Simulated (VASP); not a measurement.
# Nb in VASP: a series of runs

Runs on Nb. Level: PBE. Tasks: single point.

Everything below comes from runs of VASP 6.6.1. Logs are shortened: lines on timing, memory, paths and dates and some standing lists are left out, and cuts for length are marked.

## Step 1: The cell of the first run

The structure is cubic, space group Im-3m (No. 229). The conventional cell has a = 3.162 Å, b = 3.162 Å, c = 3.162 Å, α = 90.00°, β = 90.00°, γ = 90.00°. Nb (site symmetry m-3m) has 14 Nb at 2.74 to 3.16 Å within 3.6 Å.

## Step 2: Single point, PBE (strain -0.050 along x and y, -0.050 along z)

Input file INCAR:

```
SYSTEM = Nb
PREC = Accurate
ENCUT = 520
EDIFF = 1E-6
ISMEAR = 0
SIGMA = 0.15
LREAL = .False.
LASPH = .True.
NELM = 100
ALGO = Fast
ISIF = 2
LWAVE = .False.
LCHARG = .True.
GGA = PE
LELF = .True.
LVHAR = .True.
NBANDS = 12
```

Input file KPOINTS:

```
Automatic mesh
0
Gamma
  20 20 20
  0 0 0
```

Input file POSCAR:

```
Nb
1.0
   -1.5807525000      1.5807525000      1.5807525000
    1.5807525000     -1.5807525000      1.5807525000
    1.5807525000      1.5807525000     -1.5807525000
Nb
1
Direct
    0.0000000000      0.0000000000      0.0000000000
```

Potentials or basis: VASP PAW PBE potentials, release 64 (Nb_sv).

Command:

```console
> cat potpaw_PBE.64/Nb_sv/POTCAR > POTCAR
> mpirun -np 1 vasp_std > vasp.out
```

OUTCAR:

```text
SYSTEM = Nb
   PREC = Accurate
   ENCUT = 520
   EDIFF = 1E-6
   ISMEAR = 0
   LREAL = .False.
   LASPH = .True.
   NELM = 100
   ISIF = 2
   GGA = PE

 ion  position               nearest neighbor table
   1  0.000  0.000  0.000-

  LATTYP: Found a body centered cubic cell.
 ALAT       =     3.1615050000

  Lattice vectors:

 A1 = (  -1.5807525000,   1.5807525000,   1.5807525000)
 A2 = (   1.5807525000,  -1.5807525000,   1.5807525000)
 A3 = (   1.5807525000,   1.5807525000,  -1.5807525000)

Analysis of symmetry for initial positions (statically):
=====================================================================
 Subroutine PRICEL returns:
 Original cell was already a primitive cell.

 Routine SETGRP: Setting up the symmetry group for a
 body centered cubic supercell.

 Subroutine GETGRP returns: Found 48 space group operations
 (whereof 48 operations were pure point group operations)
 out of a pool of 48 trial point group operations.

The static configuration has the point symmetry O_h .

Analysis of symmetry for dynamics (positions and initial velocities):
=====================================================================
 Subroutine PRICEL returns:
 Original cell was already a primitive cell.

 Routine SETGRP: Setting up the symmetry group for a
 body centered cubic supercell.

 Subroutine GETGRP returns: Found 48 space group operations
 (whereof 48 operations were pure point group operations)
 out of a pool of 48 trial point group operations.

The dynamic configuration has the point symmetry O_h .

 Subroutine INISYM returns: Found 48 space group operations
 (whereof 48 operations are pure point group operations),
 and found     1 'primitive' translations

----------------------------------------------------------------------------------------

                                     Primitive cell

  volume of cell :      15.7998

  direct lattice vectors                    reciprocal lattice vectors
    -1.580752500  1.580752500  1.580752500     0.000000000  0.316305051  0.316305051
     1.580752500 -1.580752500  1.580752500     0.316305051  0.000000000  0.316305051
     1.580752500  1.580752500 -1.580752500     0.316305051  0.316305051  0.000000000

  length of vectors
     2.737943644  2.737943644  2.737943644     0.447322893  0.447322893  0.447322893

  position of ions in fractional coordinates (direct lattice)
     0.000000000  0.000000000  0.000000000

  ion indices of the primitive-cell ions
   primitive index   ion index
                 1           1

----------------------------------------------------------------------------------------

 KPOINTS: Automatic mesh

Automatic generation of k-mesh.
 Grid dimensions read from file:
 generate k-points for:   20   20   20

 Generating k-lattice:

  Cartesian coordinates                     Fractional coordinates (reciprocal lattice)
     0.000000000  0.015815253  0.015815253     0.050000000  0.000000000  0.000000000
     0.015815253  0.000000000  0.015815253     0.000000000  0.050000000  0.000000000
     0.015815253  0.015815253  0.000000000     0.000000000  0.000000000  0.050000000

  Length of vectors
     0.022366145  0.022366145  0.022366145

  Shift w.r.t. Gamma in fractional coordinates (k-lattice)
     0.000000000  0.000000000  0.000000000

 Subroutine IBZKPT returns following result:
 ===========================================

 Found    256 irreducible k-points:

 Following reciprocal coordinates:
            Coordinates               Weight
  0.000000  0.000000  0.000000      1.000000
  0.050000  0.000000  0.000000     12.000000
  0.100000  0.000000  0.000000     12.000000
  0.150000  0.000000  0.000000     12.000000
  0.200000  0.000000  0.000000     12.000000
  0.250000  0.000000  0.000000     12.000000
[... 16 lines left out ...]
  0.200000  0.100000  0.000000     48.000000
  0.250000  0.100000  0.000000     48.000000
 [... further k-points ...]
   k-points           NKPTS =    256   k-points in BZ     NKDIM =    256   number of bands    NBANDS=     12
   number of dos      NEDOS =    301   number of ions     NIONS =      1
   total plane-waves  NPLWV =   8000
   dimension x,y,z NGX =    20 NGY =   20 NGZ =   20
   dimension x,y,z NGXF=    40 NGYF=   40 NGZF=   40
   ions per type =               1
   NGX,Y,Z   is equivalent  to a cutoff of  12.14, 12.14, 12.14 a.u.
   NGXF,Y,Z  is equivalent  to a cutoff of  24.29, 24.29, 24.29 a.u.
 SYSTEM =  Nb
   PREC   = accura    normal or accurate (medium, high low for compatibility)
   ISTART =      0    job   : 0-new  1-cont  2-samecut
   ICHARG =      2    charge: 1-file 2-atom 10-const
   ISPIN  =      1    spin polarized calculation?
   LNONCOLLINEAR =      F non collinear calculations
   LSORBIT =      F    spin-orbit coupling
   LASPH  =      T    aspherical Exc in radial PAW
   ENCUT  =  520.0 eV  38.22 Ry    6.18 a.u.   5.09  5.09  5.09*2*pi/ulx,y,z
   NELM   =    100;   NELMIN=  2; NELMDL= -5     # of ELM steps
   EDIFF  = 0.1E-05   stopping-criterion for ELM
   LREAL  =      F    real-space projection
   EDIFFG = 0.1E-04   stopping-criterion for IOM
   NSW    =      0    number of steps for IOM
   IBRION =     -1    ionic relax: 0-MD 1-quasi-New 2-CG
   NFREE  =      0    steps in history (QN), initial steepest desc. (CG)
   ISIF   =      2    stress and relaxation
   ISYM   =      2    0-nonsym 1-usesym 2-fastsym
   POTIM  = 0.5000    time-step for ionic-motion
   TEBEG  =    0.0;   TEEND  =   0.0 temperature during run
   PSTRESS=    0.0 pullay stress
   NELECT =      13.0000    total number of electrons
   NUPDOWN=      -1.0000    fix difference up-down
   EMIN   =  10.00;   EMAX   =-10.00  energy-range for DOS
   EFERMI =   0.00;   METHOD = LEGACY
   ISMEAR =     0;   SIGMA  =   0.15  broadening in eV -4-tet -1-fermi 0-gaus
   EFERMI_NEDOS =   21; number of points for ismear=-14 and -15
   IALGO  =     68    algorithm
   IMIX   =      4    mixing-type and parameters
     AMIX     =   0.40;   BMIX     =  1.00
     AMIX_MAG =   1.60;   BMIX_MAG =  1.00
  volume/ion in A,a.u.               =      15.80       106.62
  Fermi-wavevector in a.u.,A,eV,Ry     =   1.534047  2.898929 32.018604  2.353301
  Thomas-Fermi vector in A             =   2.641030
   LORBIT       =      0    0 simple, 1 ext, 2 COOP (PROOUT), +10 PAW based schemes
   GGA     = PE    functional components
   LHFCALC =     F    Hartree Fock is set to
   AEXX    =    0.0000 exact exchange contribution
   IVDW    =     0    specifies the selected vdW correction
   LEPSILON=     F    determine dielectric tensor
   LRPA    =     F    only Hartree local field effects (RPA)
 non-spin polarized calculation
 RMM-DIIS sequential band-by-band and
 Gauss-broadening in eV      SIGMA  =   0.15
  energy-cutoff  :      520.00
  volume of cell :       15.80
 maximum number of plane-waves:       438
   NGX = 11   NGY = 11   NGZ = 11

 number of electron      13.0000002 magnetization

 Free energy of the ion-electron system (eV)
  ---------------------------------------------------
  ext. energy  EPLUGINS =         0.00000000
  ---------------------------------------------------
  free energy    TOTEN  =       -10.03050569 eV

  energy without entropy =      -10.01625037  energy(sigma->0) =      -10.02337803

 E-fermi :  13.1206     XC(G=0): -13.1929

 val. band max:       13.1179762370   @ k =   0.1000   0.0000   0.0000
 cond. band min:      13.1280639680   @ k =  -0.1500   0.2000   0.1000
 fundamental gap:      0.0100877310
 Fermi energy:        13.1206385966

 k-point     1 :       0.0000    0.0000    0.0000
  band No.  band energies     occupation
      1     -41.1437      2.00000
      2     -16.0895      2.00000
      3     -16.0895      2.00000
      4     -16.0895      2.00000
      5       6.9843      2.00000
      6      13.4166      0.00526
      7      13.4166      0.00526
      8      13.4166      0.00526
      9      16.7823      0.00000
     10      16.7823      0.00000
     11      27.6695      0.00000
     12      27.6695      0.00000

 k-point     2 :       0.0500    0.0000    0.0000
  band No.  band energies     occupation
      1     -41.1340      2.00000
      2     -16.1441      2.00000
      3     -16.1056      2.00000
      4     -16.0902      2.00000
      5       7.1065      2.00000
      6      13.3378      0.04059
      7      13.3991      0.00866
      8      13.5342      0.00010
      9      16.6500      0.00000
     10      16.7801      0.00000
     11      27.8122      0.00000
     12      27.8866      0.00000

 k-point     3 :       0.1000    0.0000    0.0000
  band No.  band energies     occupation
      1     -41.1058      2.00000
      2     -16.3009      2.00000
      3     -16.1519      2.00000
      4     -16.0920      2.00000
      5       7.4561      2.00000
      6      13.1180      1.02003
      7      13.3281      0.05048
      8      13.8831      0.00000
      9      16.3556      0.00000
     10      16.7800      0.00000
     11      28.0687      0.00000
     12      28.4878      0.00000

 k-point     4 :       0.1500    0.0000    0.0000
  band No.  band energies     occupation
      1     -41.0615      2.00000
      2     -16.5398      2.00000
      3     -16.2234      2.00000
      4     -16.0949      2.00000
      5       7.9785      2.00000
      6      12.7983      1.99763
      7      13.1767      0.59692
      8      14.4521      0.00000
      9      16.1102      0.00000
     10      16.7975      0.00000
     11      28.4073      0.00000
     12      29.4521      0.00000

 k-point     5 :       0.2000    0.0000    0.0000
  band No.  band energies     occupation
      1     -41.0052      2.00000
      2     -16.8325      2.00000
      3     -16.3121      2.00000
      4     -16.0986      2.00000
      5       8.5658      2.00000
      6      12.4284      2.00000
      7      13.0014      1.73897
      8      15.2225      0.00000
      9      16.0566      0.00000
     10      16.8509      0.00000
     11      28.5387      0.00000
     12      30.6938      0.00000
[... 228 lines left out ...]
      1     -41.0365      2.00000
      2     -16.6651      2.00000
      3     -16.2249      2.00000
      4     -16.1422      2.00000
      5       8.2805      2.00000
      6      12.7595      1.99934
      7      12.8705      1.98162
      8      14.8926      0.00000
      9      15.8597      0.00000
     10      16.9767      0.00000
     11      28.7359      0.00000
     12      29.7672      0.00000

 k-point    22 :       0.1500    0.1000    0.0000
  band No.  band energies     occupation
      1     -40.9827      2.00000
      2     -16.9249      2.00000
      3     -16.3127      2.00000
      4     -16.1591      2.00000
      5       8.8604      2.00000
      6      12.4330      2.00000
      7      12.6348      2.00000
      8      15.6915      0.00000
      9      15.7836      0.00000
     10      17.1394      0.00000
     11      29.0766      0.00000
     12      30.1474      0.00000

 k-point    23 :       0.2000    0.1000    0.0000
  band No.  band energies     occupation
      1     -40.9224      2.00000
      2     -17.2017      2.00000
      3     -16.4214      2.00000
      4     -16.1689      2.00000
      5       9.3556      2.00000
      6      12.0658      2.00000
      7      12.5878      2.00000
      8      15.8279      0.00000
      9      16.7297      0.00000
     10      17.3107      0.00000
     11      28.6896      0.00000
     12      30.3425      0.00000

 k-point    24 :       0.2500    0.1000    0.0000
  band No.  band energies     occupation
      1     -40.8615      2.00000
      2     -17.4698      2.00000
      3     -16.5327      2.00000
      4     -16.1763      2.00000
      5       9.5670      2.00000
      6      11.7406      2.00000
      7      12.8956      1.96611
      8      16.0693      0.00000
      9      17.4579      0.00000
     10      17.8662      0.00000
     11      27.8566      0.00000
     12      29.9289      0.00000

 [... further k-points ...]
[... 5 lines left out ...]
  --------------------------------------------------------------------------------------
  -------------------------------------------------------------------------------------
  Total        2.9454437      2.9454437      2.9454437      0.0000000     -0.0000000      0.0000000
  in kB      298.6824357    298.6824357    298.6824357      0.0000000     -0.0000000      0.0000000
  external PRESSURE =     298.6824357 kB  Pullay stress =       0.0000000 kB

 VOLUME and BASIS-vectors are now :
 -----------------------------------------------------------------------------
  energy-cutoff  :      520.00
  volume of cell :       15.80
      direct lattice vectors                 reciprocal lattice vectors
    -1.580752500  1.580752500  1.580752500     0.000000000  0.316305051  0.316305051
     1.580752500 -1.580752500  1.580752500     0.316305051  0.000000000  0.316305051
     1.580752500  1.580752500 -1.580752500     0.316305051  0.316305051  0.000000000

 POSITION                                       TOTAL-FORCE (eV/Angst)
 -----------------------------------------------------------------------------------
      0.00000      0.00000      0.00000        -0.000000      0.000000     -0.000000
 -----------------------------------------------------------------------------------
    total drift:                                0.000000      0.000000      0.000000

  FREE ENERGIE OF THE ION-ELECTRON SYSTEM (eV)
  ---------------------------------------------------
  free  energy   TOTEN  =       -10.0305056947 eV

  energy  without entropy=      -10.0162503691  energy(sigma->0) =      -10.02337803
```

It took 42 s on 1 thread of Intel Xeon Platinum 8488C (Sapphire Rapids), shared host; peak memory 0.16 GiB.

Results:

```yaml
Free_energy: -10.0305 eV
Pressure: 29.9 GPa
```

Caveat: the cell differs from its parent crystal (strain -0.050 along x and y, -0.050 along z).

## Step 3: Single point, PBE (strain -0.025 along x and y, -0.025 along z)

Input file INCAR:

```
PREC = Accurate ; ENCUT = 520
EDIFF = 1E-6 ; ISMEAR = 0
SIGMA = 0.15 ; LREAL = F
LASPH = T ; NELM = 60
ALGO = Normal ; ISIF = 2
LWAVE = F ; LCHARG = F
GGA = PE ; NBANDS = 12
```

Input file KPOINTS:

```
Automatic mesh
0
Gamma
  20 20 20
```

Input file POSCAR:

```
Nb
1.0
   -1.6223512500      1.6223512500      1.6223512500
    1.6223512500     -1.6223512500      1.6223512500
    1.6223512500      1.6223512500     -1.6223512500
Nb
1
Direct
    0.0000000000      0.0000000000      0.0000000000
```

Potentials or basis: VASP PAW PBE potentials, release 64 (Nb_sv).

Command:

```console
> cat potpaw_PBE.64/Nb_sv/POTCAR > POTCAR
> mpirun -np 1 vasp_std > vasp.out
```

Run time: 25 s. Hardware: 1 thread of Intel Xeon Platinum 8488C (Sapphire Rapids), shared host; peak memory 0.17 GiB.

It converged, with:

```
Free energy : -10.1906 eV
Pressure    : 11.0 GPa
```

Levels at points of the mesh, in eV from the Fermi level:
| k point | band 3 | band 4 | band 5 | band 6 | band 7 | band 8 | band 9 | band 10 |
| --- | --- | --- | --- | --- | --- | --- | --- | --- |
| (0.00, 0.00, 0.00) | -29.49 | -29.49 | -6.05 | 0.34 | 0.34 | 0.34 | 3.43 | 3.43 |
| (0.50, 0.00, 0.00) | -29.99 | -29.51 | -3.96 | -1.83 | 2.55 | 3.50 | 4.22 | 6.81 |
| (0.50, 0.50, 0.50) | -30.57 | -30.57 | -4.05 | -4.05 | 5.97 | 5.97 | 5.97 | 9.53 |

Caveat: the cell differs from its parent crystal (strain -0.025 along x and y, -0.025 along z).

## Step 4: Single point, PBE (strain +0.025 along x and y, +0.025 along z)

Input file INCAR:

```
SYSTEM = Nb
PREC = Accurate
ENCUT = 520
EDIFF = 1E-6
ISMEAR = 0
SIGMA = 0.15
LREAL = .False.
LASPH = .True.
NELM = 60
ALGO = Normal
ISIF = 2
LWAVE = .False.
LCHARG = .False.
GGA = PE
NBANDS = 12
```

Input file KPOINTS:

```
Automatic mesh
0
Gamma
  20 20 20
  0 0 0
```

Input file POSCAR:

```
Nb
1.0
   -1.7055487500      1.7055487500      1.7055487500
    1.7055487500     -1.7055487500      1.7055487500
    1.7055487500      1.7055487500     -1.7055487500
Nb
1
Direct
    0.0000000000      0.0000000000      0.0000000000
```

Command:

```console
> cat potpaw_PBE.64/Nb_sv/POTCAR > POTCAR
> mpirun -np 1 vasp_std > vasp.out
```

Wall time 26 s (1 thread of Intel Xeon Platinum 8488C (Sapphire Rapids), shared host); peak memory 0.18 GiB.

Results (log left out):

```
Free energy : -10.1484 eV
Pressure    : -13.1 GPa
```

Levels at points of the mesh, in eV from the Fermi level:
| k point | band 4 | band 5 | band 6 | band 7 | band 8 | band 9 |
| --- | --- | --- | --- | --- | --- | --- |
| (0.00, 0.00, 0.00) | -30.00 | -5.75 | 0.37 | 0.37 | 0.37 | 2.97 |
| (0.50, 0.00, 0.00) | -30.00 | -3.35 | -1.40 | 1.85 | 2.95 | 3.56 |
| (0.50, 0.50, 0.50) | -30.69 | -3.20 | -3.20 | 4.95 | 4.95 | 4.95 |

Caveat: the cell differs from its parent crystal (strain +0.025 along x and y, +0.025 along z).

## Step 5: Single point, PBE (strain +0.050 along x and y, +0.050 along z)

Input file INCAR:

```
SYSTEM = Nb
PREC     = Accurate       ! precision mode
ENCUT    = 520            ! plane-wave cutoff, eV
EDIFF    = 1E-6           ! SCF threshold, eV
ISMEAR   = 0              ! smearing method
SIGMA    = 0.15           ! smearing width, eV
LREAL    = .FALSE.        ! projectors in reciprocal space
LASPH    = .TRUE.         ! aspherical terms in the spheres
NELM     = 80             ! most SCF steps
ALGO     = Fast           ! electronic algorithm
ISIF     = 2              ! what is computed and relaxed
LWAVE    = .FALSE.        ! write WAVECAR
LCHARG   = .FALSE.        ! write CHGCAR
GGA      = PE             ! functional
NBANDS   = 12             ! bands
```

Input file KPOINTS:

```
Automatic mesh
0
G
  20 20 20
  0 0 0
```

Input file POSCAR:

```
Nb
1.0
   -1.7471475000      1.7471475000      1.7471475000
    1.7471475000     -1.7471475000      1.7471475000
    1.7471475000      1.7471475000     -1.7471475000
Nb
1
Direct
    0.0000000000      0.0000000000      0.0000000000
```

Command:

```console
> cat potpaw_PBE.64/Nb_sv/POTCAR > POTCAR
> mpirun -np 1 vasp_std > vasp.out
```

It took 63 s on 1 thread of Intel Xeon Platinum 8488C (Sapphire Rapids), shared host; peak memory 0.18 GiB.

Results (log left out):

```yaml
Free_energy: -9.9913 eV
Pressure: -20.4 GPa
```

Levels at points of the mesh, in eV from the Fermi level:
```tsv
k point	band 3	band 4	band 5	band 6	band 7	band 8	band 9	band 10
(0.00, 0.00, 0.00)	-30.23	-30.23	-5.57	0.37	0.37	0.37	2.75	2.75
(0.50, 0.00, 0.00)	-30.49	-30.23	-3.09	-1.24	1.60	2.70	3.25	5.08
(0.50, 0.50, 0.50)	-30.78	-30.78	-2.86	-2.86	4.51	4.51	4.51	7.75
```

Caveat: the cell differs from its parent crystal (strain +0.050 along x and y, +0.050 along z).

## Step 6: Single point, PBE (strain +0.000 along x and y, -0.050 along z)

Input file INCAR:

```
SYSTEM = Nb
PREC = Accurate ; ENCUT = 520
EDIFF = 1E-6 ; ISMEAR = 0
SIGMA = 0.15 ; LREAL = .FALSE.
LASPH = .TRUE. ; NELM = 60
ALGO = Fast ; ISIF = 2
LWAVE = .FALSE. ; LCHARG = .TRUE.
GGA = PE ; LELF = .TRUE.
LVHAR = .TRUE. ; NBANDS = 12
```

KPOINTS is that of step 5.

Input file POSCAR:

```
Nb
1.0
   -1.6639500000      1.6639500000      1.5807525000
    1.6639500000     -1.6639500000      1.5807525000
    1.6639500000      1.6639500000     -1.5807525000
Nb
1
Direct
    0.0000000000      0.0000000000      0.0000000000
```

Potentials or basis: VASP PAW PBE potentials, release 64 (Nb_sv).

Command:

```console
> cat potpaw_PBE.64/Nb_sv/POTCAR > POTCAR
> mpirun -np 1 vasp_std > vasp.out
```

Run time: 3 min. Hardware: 1 thread of Intel Xeon Platinum 8488C (Sapphire Rapids), shared host; peak memory 0.25 GiB.

Results (log left out):

- Free energy: -10.2027 eV
- Pressure: 6.2 GPa

Stress tensor (GPa, compression positive):
```
4.40 0.00 0.00
0.00 4.40 0.00
0.00 0.00 9.65
```

Levels at points of the mesh, in eV from the Fermi level:
```
           k point  band 4  band 5  band 6  band 7  band 8  band 9
(0.00, 0.00, 0.00)  -29.57   -6.01   -0.04    0.57    0.57    2.91
(0.50, 0.00, 0.00)  -29.62   -3.88   -1.95    2.56    3.46    4.44
(0.50, 0.50, 0.00)  -29.55   -3.81   -1.31    2.16    2.86    3.86
(0.50, 0.50, 0.50)  -30.48   -3.96   -3.83    5.73    5.73    5.93
```

Caveat: the cell differs from its parent crystal (strain +0.000 along x and y, -0.050 along z).

## Step 7: Summary

| cell | gap on the mesh (eV) | pressure (GPa) |
| --- | --- | --- |
| a = 2.738 Å, angles 109.5°, 1 atom | none | 29.9 |
| a = 2.810 Å, angles 109.5°, 1 atom | none | 11.0 |
| a = 2.954 Å, angles 109.5°, 1 atom | none | -13.1 |
| a = 3.026 Å, angles 109.5°, 1 atom | none | -20.4 |
| a = 2.835 Å, angles 108.1, 108.1, 112.2°, 1 atom | none | 6.2 |

Alike in all rows: task single point; level PBE; potentials or basis VASP PAW PBE potentials, release 64 (Nb_sv); no spin polarisation; k mesh 20 × 20 × 20; cutoff (eV) 520; smearing gaussian 0.15 eV.

Absolute energies hang on the potentials; compare differences alone.
